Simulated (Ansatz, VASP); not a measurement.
# Fe in VASP and in Ansatz

The input INCAR:

```
PREC = Accurate ; ENCUT = 520
EDIFF = 1E-6 ; ISMEAR = 1
SIGMA = 0.6 ; LREAL = False
LASPH = True ; NELM = 150
ALGO = Normal ; ISIF = 2
LWAVE = False ; LCHARG = False
ISPIN = 2 ; MAGMOM = 2.208
LORBIT = 11 ; LMAXMIX = 4
GGA = PE ; NBANDS = 14
```

File KPOINTS:

```
Automatic mesh
0
Gamma
  15 15 15
```

The input POSCAR:

```
Fe
1.0
   -1.4163059769      1.4163059769      1.4163059769
    1.4163059769     -1.4163059769      1.4163059769
    1.4163059769      1.4163059769     -1.4163059769
Fe
1
Direct
    0.0000000000      0.0000000000      0.0000000000
```

Input for Ansatz:

```yaml
crystal:
  lattice:
    - [-1.4163059769, 1.4163059769, 1.4163059769]
    - [1.4163059769, -1.4163059769, 1.4163059769]
    - [1.4163059769, 1.4163059769, -1.4163059769]
  atoms:
    - { symbol: Fe, position: [0.0, 0.0, 0.0], spin: 2.208 }
hamiltonian:
  xc: pbe
  pseudopotentials:
    kind: paw
    azcp:
      Fe: "pseudopotentials/Fe.paw.azcp"
basis:
  ecutwfc: 420
  fft_grid_basis: typed
kpoints:
  mp_grid: { grid: [15, 15, 15], shift: [0, 0, 0] }
magnetization:
  spin_polarized: true
scf:
  occupations: { method: methfessel_paxton, width: 0.6 }
  lower_state_search: "off"
output:
  stress: true
```

Alike in both runs: task single point; functional PBE; k mesh 15 × 15 × 15; occupations methfessel-paxton of order 1, width 0.6 eV; collinear spin.

|  | VASP | Ansatz |
| --- | --- | --- |
| version | VASP 6.6.1 | Ansatz 0.2.0 |
| potentials or method | VASP PAW PBE potentials, release 64 (Fe), cutoff 520 eV | plane waves (420 eV) with PAW, scalar-relativistic |
| valence electrons in the cell | 8 | 16 |

```tsv
	VASP	Ansatz	Ansatz less VASP
pressure (GPa)	-1.1	-0.8	+0.24
net moment per atom (μB)	2.18	2.16	-0.018
size of the moment on the site where the two differ most (μB)	2.18	2.21	+0.033
```

Site moments also hang on the region over which each program counts them. VASP's potentials hold 8 valence electrons a cell and Ansatz's 16, so a difference there can come from the potentials and not from the codes. Ansatz's warnings: stability check not made.
